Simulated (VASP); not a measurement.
Here is a VASP 6.6.1 calculation.

The input INCAR:

```
SYSTEM = ZnO
  PREC = Accurate
  ENCUT = 520
  EDIFF = 1E-6
  ISMEAR = 0
  SIGMA = 0.01
  LREAL = .False.
  LASPH = .True.
  NELM = 60
  ALGO = Normal
  ISIF = 2
  LWAVE = .False.
  LCHARG = .True.
  GGA = RP
  LELF = .True.
  LVHAR = .True.
  NBANDS = 26
```

File KPOINTS:

```
regular mesh
0
Gamma
  12 12 4
  0 0 0
```

POSCAR

```
ZnO
1.0
    3.3181112305      0.0000000000      0.0000000000
   -1.6590556152      2.8735686182      0.0000000000
    0.0000000000      0.0000000000      5.3525690003
Zn O
2 2
Direct
    0.3333333333      0.6666666667      0.4998309527
    0.6666666667      0.3333333333     -0.0001690473
    0.6666666667      0.3333333333      0.3791790473
    0.3333333333      0.6666666667      0.8791790473
```

Potentials or basis: VASP PAW PBE potentials, release 64 (Zn, O).

The run is started by

```console
$ cat potpaw_PBE.64/Zn/POTCAR potpaw_PBE.64/O/POTCAR > POTCAR
$ mpirun -np 1 vasp_std > vasp.out
```

**Question.** Predict the band gap on the k mesh.

**Answer.** 0.77 eV.

**Question.** Estimate the pressure.

**Answer.** 0.9 GPa.

Caveat: the PAW data sets were made with another functional, which shifts forces and pressure a little.

**What was measured.**

From “Electronic structure of alkaline earth and post-transition metal oxides”, 2009, arxiv:0908.1581, for a bulk crystal of ZnO: band gap 3.37 eV.

Against the measured gap of ZnO, 3.37 eV (quoted in “Electronic structure of alkaline earth and post-transition metal oxides”, 2009, arxiv:0908.1581), the calculated 0.77 eV is off by -2.60 eV. So large a miss can be the level of theory's own, or it may mean another phase, state or a wrong row. The value is that of RPBE, without temperature or zero-point motion. Semilocal functionals fall short of measured gaps as a rule.
